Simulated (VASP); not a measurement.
Here is a VASP 6.6.1 calculation.

The input INCAR:

```
ALGO     = Normal         # electronic algorithm
EDIFF    = 1E-7           # SCF threshold, eV
ENCUT    = 520            # plane-wave cutoff, eV
GGA      = PE             # functional
ISIF     = 2              # what is computed and relaxed
ISMEAR   = 0              # smearing method
LASPH    = True           # aspherical terms in the spheres
LCHARG   = False          # write CHGCAR
LREAL    = False          # projectors in reciprocal space
LWAVE    = False          # write WAVECAR
NBANDS   = 56             # bands
NELM     = 80             # most SCF steps
PREC     = Accurate       # precision mode
SIGMA    = 0.2            # smearing width, eV
```

KPOINTS

```
k-points
0
Gamma
  3 3 3
```

Contents of POSCAR:

```
MgSn6N
1.0
    6.7373349289      0.0000000000      0.0000000000
   -3.3686674645      5.8347032023      0.0000000000
    0.0000000000      0.0000000000      5.1505911039
Mg Sn N
1 6 1
Direct
    0.3333333333      0.6666666667      0.5000000000
   -0.0507461758      0.6587174349      0.7649574505
    0.3412825651      0.2905363893      0.7649574505
   -0.0507461758      0.2905363893      0.2350425495
    0.7094636107      0.6587174349      0.2350425495
    0.3412825651      0.0507461758      0.2350425495
    0.7094636107      0.0507461758      0.7649574505
    0.0000000000      0.0000000000      0.0000000000
```

Potentials or basis: VASP PAW PBE potentials, release 64 (Mg, Sn_d, N).

The run is started by

```console
$ cat potpaw_PBE.64/Mg/POTCAR potpaw_PBE.64/Sn_d/POTCAR potpaw_PBE.64/N/POTCAR > POTCAR
$ mpirun -np 1 vasp_std > vasp.out
```

(1) Estimate the band gap on the k mesh.

(2) What does it give for the largest force?

(3) Predict the pressure.

## Answers

(1) zero (an odd number of electrons rules out a gap without spin polarisation).

(2) 0.034 eV/Å.

(3) 0.3 GPa.

Caveat: the k points lie up to 0.41 Å⁻¹ apart, too coarse for converged energies and pressures of a metal; spin-orbit coupling is left out, which moves the levels of the heavy elements.
